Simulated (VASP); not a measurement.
A run of VASP 6.6.1:

The input INCAR:

```
SYSTEM = MoS2
  PREC = Accurate
  ENCUT = 520
  EDIFF = 1E-7
  ISMEAR = -1
  SIGMA = 0.02
  LREAL = .FALSE.
  LASPH = .TRUE.
  NELM = 60
  ALGO = Normal
  ISIF = 2
  LWAVE = .FALSE.
  LCHARG = .FALSE.
  GGA = PE
  NBANDS = 20
```

File KPOINTS:

```
regular mesh
0
G
  6 6 6
  0 0 0
```

File POSCAR:

```
MoS2
1.0
    0.0000000000      2.9323968606      2.9323968606
    2.9323968606      0.0000000000      2.9323968606
    2.9323968606      2.9323968606      0.0000000000
Mo S
1 2
Direct
    0.0000000000      0.0000000000      0.0000000000
    0.2500000000      0.2500000000      0.2500000000
    0.7500000000      0.7500000000      0.7500000000
```

Potentials or basis: VASP PAW PBE potentials, release 64 (Mo_sv, S).

Launch:

```bash
$ cat potpaw_PBE.64/Mo_sv/POTCAR potpaw_PBE.64/S/POTCAR > POTCAR
$ mpirun -np 1 vasp_std > vasp.out
```

Hardware: 1 thread of Intel(R) Xeon(R) 6975P-C (Granite Rapids) (shared host).

Task: How long does it take, and how much memory?

Result: Wall time 7.5 s on 1 thread of Intel(R) Xeon(R) 6975P-C (Granite Rapids), on a shared host, peak memory 0.18 GiB. Counts: scf iterations 16, k points 16.
